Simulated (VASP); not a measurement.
Here is a VASP 6.6.1 calculation.

The input INCAR:

```
PREC     = Accurate       # precision mode
ENCUT    = 600            # plane-wave cutoff, eV
EDIFF    = 1E-6           # SCF threshold, eV
ISMEAR   = -1             # smearing method
SIGMA    = 0.05           # smearing width, eV
LREAL    = F              # projectors in reciprocal space
LASPH    = T              # aspherical terms in the spheres
NELM     = 100            # most SCF steps
ALGO     = Normal         # electronic algorithm
ISIF     = 3              # what is computed and relaxed
LWAVE    = F              # write WAVECAR
LCHARG   = F              # write CHGCAR
GGA      = B5             # functional
ALDAX    = 1.0          
AGGAX    = 1.0          
AGGAC    = 1.0          
ALDAC    = 0.0          
IBRION   = 2              # ionic algorithm
NSW      = 80             # ionic steps
EDIFFG   = -0.005         # ionic threshold
```

KPOINTS

```
regular mesh
0
Gamma
  11 11 11
```

File POSCAR:

```
TiC
1.0
    0.0000000000      2.1657188437      2.1657188437
    2.1657188437      0.0000000000      2.1657188437
    2.1657188437      2.1657188437      0.0000000000
Ti C
1 1
Direct
    0.0000000000      0.0000000000      0.0000000000
    0.5000000000      0.5000000000      0.5000000000
```

Potentials or basis: VASP PAW PBE potentials, release 64 (Ti_sv, C).

The run is started by

```bash
$ cat potpaw_PBE.64/Ti_sv/POTCAR potpaw_PBE.64/C/POTCAR > POTCAR
$ mpirun -np 1 vasp_std > vasp.out
```

Problem. Estimate the relaxed volume.

Solution. 10.52 Å³/atom.

Problem. Predict the relaxed cell.

Solution. a = 3.099 Å, b = 3.099 Å, c = 3.099 Å, α = 60.00°, β = 60.00°, γ = 60.00°.

Problem. Estimate the space group after relaxing (to 0.05 Å).

Solution. Fm-3m (No. 225).

Final structure:
```yaml
crystal:
  lattice:
    - [0.00000, 2.19124, 2.19124]
    - [2.19124, 0.00000, 2.19124]
    - [2.19124, 2.19124, 0.00000]
  atoms:
    - { symbol: Ti, position: [0.00000, 0.00000, 0.00000] }
    - { symbol: C, position: [0.50000, 0.50000, 0.50000] }
```

Caveat: the PAW data sets were made with another functional, which shifts forces and pressure a little.
